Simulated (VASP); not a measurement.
## Tl: single point with b88 exchange, pbe correlation

Tl:

```
Tl
1.0
     3.45600    0.00000    0.00000
    -1.72800    2.99298    0.00000
     0.00000    0.00000    5.52500
Tl
2
Direct
  0.66667 0.33333 0.75000
  0.33333 0.66667 0.25000
```

| Property | Result |
| --- | --- |
| Program | VASP 6.6.1 |
| Task | single point |
| Functional | b88 exchange, pbe correlation |
| Potentials or basis | VASP PAW PBE potentials, release 64 (Tl_d) |
| Cutoff | 500 eV |
| k mesh | 9 × 9 × 5 |
| Occupations | methfessel-paxton, width 0.15 eV |
| Spin | collinear spin |
| Starting moments | [0.05, 0.16] μB |

The pressure is 3.2 GPa, the band gap on the k mesh is zero (filled and empty bands overlap) and the net moment is 0.00 μB per cell. The valence electrons inside the program's atomic spheres are Tl 11.22.

Stress tensor (GPa, compression positive):
```
2.75 0.00 0.00
0.00 2.75 0.00
0.00 0.00 4.04
```

Levels at points of the mesh, in eV from the Fermi level:
Spin up:
```
           k point  band 11  band 12  band 13  band 14  band 15  band 16
(0.00, 0.00, 0.00)   -10.04    -5.11    -2.81     7.98     7.98    10.07
```
Spin down:
```
           k point  band 11  band 12  band 13  band 14  band 15  band 16
(0.00, 0.00, 0.00)   -10.04    -5.11    -2.81     7.98     7.98    10.07
```

It took 120 s on 1 thread of Intel(R) Xeon(R) Platinum 8259CL CPU @ 2.50GHz (Skylake/Cascade Lake), on a shared host, peak memory 0.23 GiB.

Caveat: the cell stands under pressure; the PAW data sets were made with another functional, which shifts forces and pressure a little; spin-orbit coupling is left out, which moves the levels of the heavy elements.
